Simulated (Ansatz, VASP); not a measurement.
**ZnS: VASP beside Ansatz**

The input INCAR:

```
SYSTEM = ZnS
PREC     = Accurate       ! precision mode
ENCUT    = 520            ! plane-wave cutoff, eV
EDIFF    = 1E-8           ! SCF threshold, eV
ISMEAR   = -1             ! smearing method
SIGMA    = 0.01           ! smearing width, eV
LREAL    = .FALSE.        ! projectors in reciprocal space
LASPH    = .TRUE.         ! aspherical terms in the spheres
NELM     = 100            ! most SCF steps
ALGO     = Normal         ! electronic algorithm
ISIF     = 2              ! what is computed and relaxed
LWAVE    = .FALSE.        ! write WAVECAR
LCHARG   = .FALSE.        ! write CHGCAR
GGA      = PE             ! functional
LEFG     = .TRUE.       
NBANDS   = 16             ! bands
```

File KPOINTS:

```
Automatic mesh
0
G
  8 8 8
  0 0 0
```

Contents of POSCAR:

```
ZnS
1.0
   -0.0540930000      2.6776035000      2.6776035000
    2.6776035000     -0.0540930000      2.6776035000
    2.6776035000      2.6776035000     -0.0540930000
Zn S
1 1
Direct
    0.0000000000      0.0000000000      0.0000000000
    0.7500000000      0.7500000000      0.7500000000
```

Input for Ansatz:

```yaml
crystal:
  lattice:
    - [-0.054093, 2.6776035, 2.6776035]
    - [2.6776035, -0.054093, 2.6776035]
    - [2.6776035, 2.6776035, -0.054093]
  atoms:
    - { symbol: Zn, position: [0.0, 0.0, 0.0] }
    - { symbol: S, position: [0.75, 0.75, 0.75] }
kpoints:
  mp_grid: { grid: [8, 8, 8] }
scf:
  occupations: { method: fermi_dirac, width: 0.01 }
hamiltonian:
  xc: pbe
  pseudopotentials: { kind: paw }
output:
  forces: true
  stress: true
  eigenvalues: true
  efg: { contact_densities: true }
```

Change from the starting cell: equal xy, yz and zx shear strains of -2 %, PAW files.

Alike in both runs: task electric field gradients; functional PBE; k mesh 8 × 8 × 8; occupations fermi-dirac, width 0.01 eV; no spin polarisation.

|  | VASP | Ansatz |
| --- | --- | --- |
| version | VASP 6.6.1 | Ansatz 0.2.0 |
| potentials or method | VASP PAW PBE potentials, release 64 (Zn, S) | PAW with Ansatz's default frozen-core files, scalar-relativistic |
| plane-wave cutoff (eV) | 520 | 420 |
| valence electrons in the cell | 18 | 18 |

VASP gave:

| Item | Value |
| --- | --- |
| gap on the k mesh at the Fermi level (eV) | 2.03 |
| pressure (GPa) | 1.7 |
| traceless stress, the component that is largest in VASP (GPa) | 1.45 |
| rms of the force components (eV/Å) | 0.129 |
| size of Vzz on the site where it differs most (V/Å²) | 12.8 |

Question: What did Ansatz give for the same quantities?

Answer: gap on the k mesh at the Fermi level (eV): 2.03; pressure (GPa): 1.5; traceless stress, the component that is largest in VASP (GPa): 1.44; rms of the force components (eV/Å): 0.127; size of Vzz on the site where it differs most (V/Å²): 11.8.

Atom by atom the forces differ by 0.002 eV/Å (rms over components).
